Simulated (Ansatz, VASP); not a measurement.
Yb in VASP and in Ansatz

INCAR

```
PREC = Accurate
ENCUT = 520
EDIFF = 1E-8
ISMEAR = -1
SIGMA = 0.05
LREAL = F
LASPH = T
NELM = 80
ALGO = Normal
ISIF = 2
LWAVE = F
LCHARG = F
GGA = PS
LEFG = T
NBANDS = 18
```

File KPOINTS:

```
regular mesh
0
Gamma
  12 12 12
```

Contents of POSCAR:

```
Yb
1.0
    0.0000000000      2.7431000000      2.7431000000
    2.7431000000      0.0000000000      2.7431000000
    2.7431000000      2.7431000000      0.0000000000
Yb
1
Direct
    0.0000000000      0.0000000000      0.0000000000
```

Input for Ansatz:

```yaml
crystal:
  lattice:
    - [0.0, 2.7431, 2.7431]
    - [2.7431, 0.0, 2.7431]
    - [2.7431, 2.7431, 0.0]
  atoms:
    - { symbol: Yb, position: [0.0, 0.0, 0.0] }
kpoints:
  mp_grid: { grid: [12, 12, 12] }
  band_path:
    path:
      - [0.0, 0.0, 0.0]
      - [0.5, 0.0, 0.5]
      - [0.625, 0.25, 0.625]
      - [0.375, 0.375, 0.75]
      - [0.0, 0.0, 0.0]
      - [0.5, 0.5, 0.5]
      - [0.5, 0.25, 0.75]
      - [0.5, 0.0, 0.5]
    npoints: 5
scf:
  occupations: { method: fermi_dirac, width: 0.05 }
hamiltonian:
  xc: pbesol
  pseudopotentials: { kind: paw }
output:
  forces: true
  stress: true
  eigenvalues: true
  efg: { contact_densities: true }
  write_density: true
  write_potential: true
  elf: true
  volumetric_format: npy
```

Alike in both runs: task electric field gradients; functional PBEsol; k mesh 12 × 12 × 12; occupations fermi-dirac, width 0.05 eV; no spin polarisation.

|  | VASP | Ansatz |
| --- | --- | --- |
| version | VASP 6.6.1 | Ansatz 0.2.0 |
| potentials or method | VASP PAW PBE potentials, release 64 (Yb) | PAW with Ansatz's default frozen-core files, scalar-relativistic |
| plane-wave cutoff (eV) | 520 | 420 |
| valence electrons in the cell | 24 | 24 |

|  | VASP | Ansatz | Ansatz less VASP |
| --- | --- | --- | --- |
| pressure (GPa) | -3.6 | -3.3 | +0.28 |

VASP's potentials were made for PBE, not for PBEsol. With one functional, cell and mesh, what is left measures potentials, basis and numerics.

Neither program's run includes spin-orbit coupling.
